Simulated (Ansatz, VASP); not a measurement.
Two plane-wave programs on BeTe

```xyz
2
Lattice="0.0000 2.7514 2.7514 2.7514 0.0000 2.7514 2.7514 2.7514 0.0000" Properties=species:S:1:pos:R:3 pbc="T T T"
Te    4.1271    4.1271    4.1271
Be    0.0000    0.0000    0.0000
```

Alike in both runs: task single point; functional PBE0; k mesh 6 × 6 × 6; occupations fermi-dirac, width 0.05 eV; no spin polarisation.

```csv
,VASP,Ansatz
version,VASP 6.6.1,Ansatz 0.2.0
potentials or method,"VASP PAW PBE potentials, release 64 (Te, Be)",Ansatz PAW
plane-wave cutoff (eV),520,420
valence electrons in the cell,8,18
```

```tsv
	VASP	Ansatz	Ansatz less VASP
gap on the k mesh at the Fermi level (eV)	3.12	3.13	+0.009
least direct gap on the mesh (eV)	5.09	5.07	-0.016
pressure (GPa)	4.7	4.8	+0.17
```

With one functional, cell and mesh, what is left measures potentials, basis and numerics. VASP's potentials hold 8 valence electrons a cell and Ansatz's 18, so a difference there can come from the potentials and not from the codes.

Spin-orbit coupling is off throughout.
